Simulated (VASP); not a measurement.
# Si2W (I4/mmm) in VASP: a series of runs

Si2W is run at these levels: PBEsol, r2SCAN; tasks: single point.

Program: VASP 6.6.1. These are calculated values, not measurements. Logs are shortened: lines on timing, memory, paths and dates and some standing lists are left out, and cuts for length are marked.

### Step 1. The cell of the first run

It takes space group I4/mmm (No. 139, tetragonal). Conventional cell: a = 3.235 Å, b = 3.235 Å, c = 7.882 Å, α = 90.00°, β = 90.00°, γ = 90.00°. W (site symmetry 4/mmm) has 10 Si at 2.63 to 2.64 Å and 4 W at 3.24 Å within 3.5 Å. Within 3.4 Å of Si (site symmetry 4mm) lie 9 Si at 2.61 to 3.24 Å and 5 W at 2.63 to 2.64 Å.

### Step 2. Single point, PBEsol

INCAR reads:

```
SYSTEM = Si2W
PREC = Accurate
ENCUT = 520
EDIFF = 1E-6
ISMEAR = -1
SIGMA = 0.05
LREAL = .False.
LASPH = .True.
NELM = 60
ALGO = Normal
ISIF = 2
LWAVE = .False.
LCHARG = .False.
GGA = PS
NBANDS = 18
```

KPOINTS reads:

```
regular mesh
0
Gamma
  12 12 12
  0 0 0
```

POSCAR reads:

```
Si2W
1.0
   -1.6175420320      1.6175420320      3.9408775768
    1.6175420320     -1.6175420320      3.9408775768
    1.6175420320      1.6175420320     -3.9408775768
W Si
1 2
Direct
    0.0000000000      0.0000000000      0.0000000000
    0.6653000000      0.6653000000      0.0000000000
    0.3347000000      0.3347000000      0.0000000000
```

Potentials or basis: VASP PAW PBE potentials, release 64 (W_sv, Si).

Started as:

```bash
cat potpaw_PBE.64/W_sv/POTCAR potpaw_PBE.64/Si/POTCAR > POTCAR
mpirun -np 1 vasp_std > vasp.out
```

OUTCAR:

```text
SYSTEM = Si2W
   PREC = Accurate
   ENCUT = 520
   EDIFF = 1E-6
   ISMEAR = -1
   LREAL = .False.
   LASPH = .True.
   NELM = 60
   ISIF = 2
   GGA = PS

 ion  position               nearest neighbor table
   1  0.000  0.000  0.000-   2 2.63   2 2.63   2 2.63   3 2.63   2 2.63   3 2.63   3 2.63   3 2.63
                             2 2.64   3 2.64
   2  0.665  0.665  0.000-   3 2.61   1 2.63   1 2.63   1 2.63   1 2.63   1 2.64   3 2.65   3 2.65
                             3 2.65   3 2.65
   3  0.335  0.335  0.000-   2 2.61   1 2.63   1 2.63   1 2.63   1 2.63   1 2.64   2 2.65   2 2.65
                             2 2.65   2 2.65

  LATTYP: Found a body centered tetragonal cell.
 ALAT       =     3.2350840640
 C/A-ratio  =     2.4363370465

  Lattice vectors:

 A1 = (  -1.6175420320,   1.6175420320,   3.9408775768)
 A2 = (   1.6175420320,  -1.6175420320,   3.9408775768)
 A3 = (   1.6175420320,   1.6175420320,  -3.9408775768)

Analysis of symmetry for initial positions (statically):
=====================================================================
 Subroutine PRICEL returns:
 Original cell was already a primitive cell.

 Routine SETGRP: Setting up the symmetry group for a
 body centered tetragonal supercell.

 Subroutine GETGRP returns: Found 16 space group operations
 (whereof 16 operations were pure point group operations)
 out of a pool of 16 trial point group operations.

The static configuration has the point symmetry D_4h.

Analysis of symmetry for dynamics (positions and initial velocities):
=====================================================================
 Subroutine PRICEL returns:
 Original cell was already a primitive cell.

 Routine SETGRP: Setting up the symmetry group for a
 body centered tetragonal supercell.

 Subroutine GETGRP returns: Found 16 space group operations
 (whereof 16 operations were pure point group operations)
 out of a pool of 16 trial point group operations.

The dynamic configuration has the point symmetry D_4h.

 Subroutine INISYM returns: Found 16 space group operations
 (whereof 16 operations are pure point group operations),
 and found     1 'primitive' translations

----------------------------------------------------------------------------------------

                                     Primitive cell

  volume of cell :      41.2443

  direct lattice vectors                    reciprocal lattice vectors
    -1.617542032  1.617542032  3.940877577     0.000000000  0.309110978  0.126875294
     1.617542032 -1.617542032  3.940877577     0.309110978  0.000000000  0.126875294
     1.617542032  1.617542032 -3.940877577     0.309110978  0.309110978  0.000000000

  length of vectors
     4.556687451  4.556687451  4.556687451     0.334136106  0.334136106  0.437148938

  position of ions in fractional coordinates (direct lattice)
     0.000000000  0.000000000  0.000000000
     0.665300000  0.665300000  0.000000000
     0.334700000  0.334700000  0.000000000

  ion indices of the primitive-cell ions
   primitive index   ion index
                 1           1
                 2           2
                 3           3

----------------------------------------------------------------------------------------

 KPOINTS: regular mesh

Automatic generation of k-mesh.
 Grid dimensions read from file:
 generate k-points for:   12   12   12

 Generating k-lattice:

  Cartesian coordinates                     Fractional coordinates (reciprocal lattice)
     0.000000000  0.025759248  0.010572941     0.083333333 -0.000000000  0.000000000
     0.025759248  0.000000000  0.010572941    -0.000000000  0.083333333  0.000000000
     0.025759248  0.025759248  0.000000000     0.000000000  0.000000000  0.083333333

  Length of vectors
     0.027844675  0.027844675  0.036429078

  Shift w.r.t. Gamma in fractional coordinates (k-lattice)
     0.000000000  0.000000000  0.000000000

 Subroutine IBZKPT returns following result:
 ===========================================

 Found    163 irreducible k-points:

 Following reciprocal coordinates:
            Coordinates               Weight
  0.000000  0.000000  0.000000      1.000000
  0.083333  0.000000  0.000000      8.000000
  0.166667  0.000000  0.000000      8.000000
  0.250000  0.000000  0.000000      8.000000
  0.333333  0.000000 -0.000000      8.000000
  0.416667  0.000000 -0.000000      8.000000
[... 16 lines left out ...]
  0.500000  0.166667  0.000000     16.000000
 -0.416667  0.166667  0.000000     16.000000
 [... further k-points ...]
   k-points           NKPTS =    163   k-points in BZ     NKDIM =    163   number of bands    NBANDS=     18
   number of dos      NEDOS =    301   number of ions     NIONS =      3
   total plane-waves  NPLWV =  46656
   dimension x,y,z NGX =    36 NGY =   36 NGZ =   36
   dimension x,y,z NGXF=    72 NGYF=   72 NGZF=   72
   ions per type =               1   2
   NGX,Y,Z   is equivalent  to a cutoff of  13.13, 13.13, 13.13 a.u.
   NGXF,Y,Z  is equivalent  to a cutoff of  26.27, 26.27, 26.27 a.u.
 SYSTEM =  Si2W
   PREC   = accura    normal or accurate (medium, high low for compatibility)
   ISTART =      0    job   : 0-new  1-cont  2-samecut
   ICHARG =      2    charge: 1-file 2-atom 10-const
   ISPIN  =      1    spin polarized calculation?
   LNONCOLLINEAR =      F non collinear calculations
   LSORBIT =      F    spin-orbit coupling
   LASPH  =      T    aspherical Exc in radial PAW
   ENCUT  =  520.0 eV  38.22 Ry    6.18 a.u.   8.47  8.47  8.47*2*pi/ulx,y,z
   NELM   =     60;   NELMIN=  2; NELMDL= -5     # of ELM steps
   EDIFF  = 0.1E-05   stopping-criterion for ELM
   LREAL  =      F    real-space projection
   EDIFFG = 0.1E-04   stopping-criterion for IOM
   NSW    =      0    number of steps for IOM
   IBRION =     -1    ionic relax: 0-MD 1-quasi-New 2-CG
   NFREE  =      0    steps in history (QN), initial steepest desc. (CG)
   ISIF   =      2    stress and relaxation
   ISYM   =      2    0-nonsym 1-usesym 2-fastsym
   POTIM  = 0.5000    time-step for ionic-motion
   TEBEG  =    0.0;   TEEND  =   0.0 temperature during run
   PSTRESS=    0.0 pullay stress
   NELECT =      22.0000    total number of electrons
   NUPDOWN=      -1.0000    fix difference up-down
   EMIN   =  10.00;   EMAX   =-10.00  energy-range for DOS
   EFERMI =   0.00;   METHOD = LEGACY
   ISMEAR =    -1;   SIGMA  =   0.05  broadening in eV -4-tet -1-fermi 0-gaus
   EFERMI_NEDOS =   21; number of points for ismear=-14 and -15
   IALGO  =     38    algorithm
   IMIX   =      4    mixing-type and parameters
     AMIX     =   0.40;   BMIX     =  1.00
     AMIX_MAG =   1.60;   BMIX_MAG =  1.00
  volume/ion in A,a.u.               =      13.75        92.78
  Fermi-wavevector in a.u.,A,eV,Ry     =   1.327683  2.508957 23.983559  1.762742
  Thomas-Fermi vector in A             =   2.456977
   LORBIT       =      0    0 simple, 1 ext, 2 COOP (PROOUT), +10 PAW based schemes
   GGA     = PS    functional components
   LHFCALC =     F    Hartree Fock is set to
   AEXX    =    0.0000 exact exchange contribution
   IVDW    =     0    specifies the selected vdW correction
   LEPSILON=     F    determine dielectric tensor
   LRPA    =     F    only Hartree local field effects (RPA)
 non-spin polarized calculation
  energy-cutoff  :      520.00
  volume of cell :       41.24
 maximum number of plane-waves:      1137
 NGX is ok and might be reduce to    36
   NGX = 17   NGY = 17   NGZ = 17

 number of electron      22.0000000 magnetization

 Free energy of the ion-electron system (eV)
  ---------------------------------------------------
  ext. energy  EPLUGINS =         0.00000000
  ---------------------------------------------------
  free energy    TOTEN  =       -26.62004665 eV

  energy without entropy =      -26.61802270  energy(sigma->0) =      -26.61903468

 E-fermi :  11.5831     XC(G=0): -12.5124

 val. band max:       11.5316076693   @ k =  -0.3333  -0.4167   0.3333
 cond. band min:      11.6007550106   @ k =   0.2500   0.2500   0.2500
 fundamental gap:      0.0691473413
 Fermi energy:        11.5830826289

 k-point     1 :       0.0000    0.0000    0.0000
  band No.  band energies     occupation
      1     -62.2759      2.00000
      2     -26.5191      2.00000
      3     -26.5091      2.00000
      4     -26.5091      2.00000
      5      -2.3266      2.00000
      6       4.8437      2.00000
[... 10 lines left out ...]
     17      17.1477      0.00000
     18      17.1477      0.00000

 k-point     2 :       0.0833    0.0000    0.0000
  band No.  band energies     occupation
      1     -62.2754      2.00000
      2     -26.5228      2.00000
      3     -26.5181      2.00000
      4     -26.5078      2.00000
      5      -2.1962      2.00000
      6       4.8489      2.00000
[... 10 lines left out ...]
     17      17.1662      0.00000
     18      17.6238      0.00000

 k-point     3 :       0.1667    0.0000    0.0000
  band No.  band energies     occupation
      1     -62.2742      2.00000
      2     -26.5602      2.00000
      3     -26.5153      2.00000
      4     -26.5044      2.00000
      5      -1.8113      2.00000
      6       4.8108      2.00000
[... 10 lines left out ...]
     17      17.4852      0.00000
     18      18.7042      0.00000

 k-point     4 :       0.2500    0.0000    0.0000
  band No.  band energies     occupation
      1     -62.2725      2.00000
      2     -26.6108      2.00000
      3     -26.5114      2.00000
      4     -26.4998      2.00000
      5      -1.1904      2.00000
      6       4.5305      2.00000
[... 375 lines left out ...]
      4     -26.5005      2.00000
      5       1.2591      2.00000
      6       2.7696      2.00000
[... 10 lines left out ...]
     17      18.7849      0.00000
     18      20.0932      0.00000

 k-point    23 :       0.5000    0.1667    0.0000
  band No.  band energies     occupation
      1     -62.2674      2.00000
      2     -26.7036      2.00000
      3     -26.5391      2.00000
      4     -26.4985      2.00000
      5       1.7271      2.00000
      6       2.3092      2.00000
[... 10 lines left out ...]
     17      18.8646      0.00000
     18      20.1680      0.00000

 k-point    24 :      -0.4167    0.1667    0.0000
  band No.  band energies     occupation
      1     -62.2678      2.00000
      2     -26.6904      2.00000
      3     -26.5404      2.00000
      4     -26.4988      2.00000
      5       0.7102      2.00000
      6       3.3716      2.00000
[... 10 lines left out ...]
     17      18.5366      0.00000
     18      19.7761      0.00000

 [... further k-points ...]

------------------------ aborting loop because EDIFF is reached ----------------------------------------

  FORCE on cell =-STRESS in cart. coord.  units (eV):
  Direction    XX          YY          ZZ          XY          YZ          ZX
  --------------------------------------------------------------------------------------
  -------------------------------------------------------------------------------------
  Total       -1.5409379     -1.5409379     -1.5524554      0.0000000      0.0000000      0.0000000
  in kB      -59.8593021    -59.8593021    -60.3067108      0.0000000      0.0000000      0.0000000
  external PRESSURE =     -60.0084383 kB  Pullay stress =       0.0000000 kB

 VOLUME and BASIS-vectors are now :
 -----------------------------------------------------------------------------
  energy-cutoff  :      520.00
  volume of cell :       41.24
      direct lattice vectors                 reciprocal lattice vectors
    -1.617542032  1.617542032  3.940877577     0.000000000  0.309110978  0.126875294
     1.617542032 -1.617542032  3.940877577     0.309110978  0.000000000  0.126875294
     1.617542032  1.617542032 -3.940877577     0.309110978  0.309110978  0.000000000

 POSITION                                       TOTAL-FORCE (eV/Angst)
 -----------------------------------------------------------------------------------
      0.00000      0.00000      0.00000        -0.000000     -0.000000      0.000000
      0.00000      0.00000      5.24373        -0.000000     -0.000000     -0.024544
      0.00000      0.00000      2.63802         0.000000      0.000000      0.024544
 -----------------------------------------------------------------------------------
    total drift:                               -0.000000     -0.000000      0.000000

  FREE ENERGIE OF THE ION-ELECTRON SYSTEM (eV)
  ---------------------------------------------------
  free  energy   TOTEN  =       -26.6200466503 eV

  energy  without entropy=      -26.6180227035  energy(sigma->0) =      -26.61903468
```

Wall time 3.9 min (1 thread of Intel Xeon Platinum 8375C at 2.90GHz (Ice Lake), shared host); peak memory 0.28 GiB.

What came out:

| Property | Result |
| --- | --- |
| Free energy | -26.6200 eV |
| Pressure | -6.0 GPa |
| Largest force | 0.025 eV/Å |
| Band gap on the k mesh | zero (bands 11 and 12 overlap by 1.27 eV) |

Forces on the atoms (eV/Å):
```
W    0.000  0.000  0.000
Si   0.000  0.000 -0.025
Si   0.000  0.000  0.025
```

Levels at points of the mesh, in eV from the Fermi level:
```csv
k point,band 7,band 8,band 9,band 10,band 11,band 12,band 13,band 14,band 15,band 16
"(0.00, 0.00, 0.00)",-3.75,-3.27,-2.79,-2.79,0.58,2.64,2.97,3.02,3.02,4.49
"(0.50, 0.00, 0.00)",-5.68,-4.79,-2.75,-2.72,-0.43,2.59,2.76,3.88,4.25,5.05
"(0.50, 0.50, 0.00)",-5.92,-5.48,-4.94,-3.19,-1.76,2.73,2.85,3.00,3.82,4.29
"(0.50, 0.50, 0.50)",-3.77,-2.54,-0.83,-0.83,-0.50,-0.50,0.75,4.43,4.65,6.10
```

Caveat: the cell stands under tension; the PAW data sets were made with another functional, which shifts forces and pressure a little; spin-orbit coupling is left out, which moves the levels of the heavy elements.

### Step 3. Single point, PBEsol

This run uses another cell than the first one, of 14.29 Å³/atom.

INCAR reads:

```
SYSTEM = Si2W
ALGO     = Normal         ! electronic algorithm
EDIFF    = 1E-6           ! SCF threshold, eV
ENCUT    = 520            ! plane-wave cutoff, eV
GGA      = PS             ! functional
ISIF     = 2              ! what is computed and relaxed
ISMEAR   = -1             ! smearing method
LASPH    = .True.         ! aspherical terms in the spheres
LCHARG   = .True.         ! write CHGCAR
LELF     = .True.         ! ELF
LREAL    = .False.        ! projectors in reciprocal space
LVHAR    = .True.       
LWAVE    = .False.        ! write WAVECAR
NBANDS   = 18             ! bands
NELM     = 60             ! most SCF steps
PREC     = Accurate       ! precision mode
SIGMA    = 0.05           ! smearing width, eV
```

KPOINTS reads:

```
k-points
0
Gamma
  12 12 12
  0 0 0
```

POSCAR reads:

```
Si2W
1.0
   -1.6384158444      1.6384158444      3.9917332191
    1.6384158444     -1.6384158444      3.9917332191
    1.6384158444      1.6384158444     -3.9917332191
W Si
1 2
Direct
    0.0000000000      0.0000000000      0.0000000000
    0.6653000000      0.6653000000      0.0000000000
    0.3347000000      0.3347000000      0.0000000000
```

Potentials or basis: VASP PAW PBE potentials, release 64 (W_sv, Si).

Started as:

```bash
cat potpaw_PBE.64/W_sv/POTCAR potpaw_PBE.64/Si/POTCAR > POTCAR
mpirun -np 1 vasp_std > vasp.out
```

It took 3.9 min on 1 thread of Intel Xeon Platinum 8375C at 2.90GHz (Ice Lake), shared host; peak memory 0.28 GiB.

Results (log left out):

```yaml
Free_energy: -26.5217 eV
Pressure: -13.4 GPa
Largest_force: 0.119 eV/Å
Band_gap_on_the_k_mesh: zero (bands 11 and 12 overlap by 1.20 eV)
```

Forces on the atoms (eV/Å):
```
W    0.000  0.000  0.000
Si   0.000  0.000 -0.119
Si   0.000  0.000  0.119
```

Stress tensor (GPa, compression positive):
```
-13.03   0.00   0.00
  0.00 -13.03   0.00
  0.00   0.00 -14.04
```

Levels at points of the mesh, in eV from the Fermi level:
```tsv
k point	band 9	band 10	band 11	band 12	band 13	band 14
(0.00, 0.00, 0.00)	-2.67	-2.67	0.56	2.42	2.93	2.93
(0.50, 0.00, 0.00)	-2.62	-2.58	-0.38	2.44	2.70	3.78
(0.50, 0.50, 0.00)	-4.78	-3.03	-1.72	2.60	2.69	2.83
(0.50, 0.50, 0.50)	-0.82	-0.82	-0.47	-0.47	0.72	4.23
```

Caveat: the cell stands under tension; the PAW data sets were made with another functional, which shifts forces and pressure a little; spin-orbit coupling is left out, which moves the levels of the heavy elements.

### Step 4. Single point, r2SCAN

This run uses another cell than the first one, of 12.67 Å³/atom.

POSCAR reads:

```
Si2W
1.0
   -1.5740969181      1.5740969181      3.8350306363
    1.5740969181     -1.5740969181      3.8350306363
    1.5740969181      1.5740969181     -3.8350306363
W Si
1 2
Direct
    0.0000000000      0.0000000000      0.0000000000
    0.6653000000      0.6653000000      0.0000000000
    0.3347000000      0.3347000000      0.0000000000
```

INCAR.step1 reads:

```
  PREC = Accurate
  ENCUT = 520
  ISMEAR = -1
  SIGMA = 0.05
  LREAL = F
  LASPH = T
  NELM = 100
  NBANDS = 18
  GGA = PE
  ALGO = Normal
  EDIFF = 1E-4
  LWAVE = T
  LCHARG = F
```

INCAR.step2 reads:

```
  PREC = Accurate
  ENCUT = 520
  EDIFF = 1E-7
  ISMEAR = -1
  SIGMA = 0.05
  LREAL = F
  LASPH = T
  NELM = 100
  ALGO = Normal
  ISIF = 2
  LWAVE = F
  LCHARG = F
  METAGGA = R2SCAN
  LMIXTAU = T
  NBANDS = 18
  ISTART = 1
```

KPOINTS reads:

```
regular mesh
0
Gamma
  12 12 12
```

Started as:

```bash
cat potpaw_PBE.64/W_sv/POTCAR potpaw_PBE.64/Si/POTCAR > POTCAR
cp INCAR.step1 INCAR
mpirun -np 1 vasp_std > vasp.out
cp INCAR.step2 INCAR
mpirun -np 1 vasp_std > vasp.out
```

Wall time 18 min (1 thread of Intel Xeon Platinum 8375C at 2.90GHz (Ice Lake), shared host); peak memory 0.29 GiB.

It converged, with:

```
Free energy            : -69.7101 eV
Pressure               : 15.6 GPa
Largest force          : 0.184 eV/Å
Band gap on the k mesh : zero (bands 11 and 12 overlap by 1.45 eV)
```

Forces on the atoms (eV/Å):
```
W    0.000  0.000  0.000
Si   0.000  0.000  0.184
Si   0.000  0.000 -0.184
```

Stress tensor (GPa, compression positive):
```
15.26  0.00  0.00
 0.00 15.26  0.00
 0.00  0.00 16.29
```

Levels at points of the mesh, in eV from the Fermi level:
```
           k point  band 8  band 9  band 10  band 11  band 12  band 13  band 14  band 15
(0.00, 0.00, 0.00)   -3.74   -3.23    -3.23     0.64     2.89     3.38     3.38     3.45
(0.50, 0.00, 0.00)   -5.42   -3.20    -3.12    -0.58     3.04     3.25     4.29     5.30
(0.50, 0.50, 0.00)   -5.67   -5.58    -3.75    -2.01     3.29     3.56     3.72     4.36
(0.50, 0.50, 0.50)   -2.88   -0.95    -0.95    -0.59    -0.59     0.85     5.13     6.31
```

Caveat: the cell stands under pressure; the PAW data sets were made with another functional, which shifts forces and pressure a little; spin-orbit coupling is left out, which moves the levels of the heavy elements.

### Step 5. The runs side by side

| level | cell | gap on the mesh (eV) | pressure (GPa) | largest force (eV/Å) |
| --- | --- | --- | --- | --- |
| PBEsol | a = 4.557 Å, angles 138.4, 138.4, 60.3°, 3 atoms | none | -6.0 | 0.02 |
| PBEsol | a = 4.615 Å, angles 138.4, 138.4, 60.3°, 3 atoms | none | -13.4 | 0.12 |
| r2SCAN | a = 4.434 Å, angles 138.4, 138.4, 60.3°, 3 atoms | none | 15.6 | 0.18 |

Alike in all rows: task single point; potentials or basis VASP PAW PBE potentials, release 64 (W_sv, Si); no spin polarisation; k mesh 12 × 12 × 12; cutoff (eV) 520; smearing fermi-dirac 0.05 eV.

Caveats: the PAW data sets were made with another functional, which shifts forces and pressure a little; spin-orbit coupling is left out, which moves the levels of the heavy elements; the cell stands under tension (at least some runs); the cell stands under pressure (at least some runs).

Absolute energies hang on the potentials; compare differences alone.
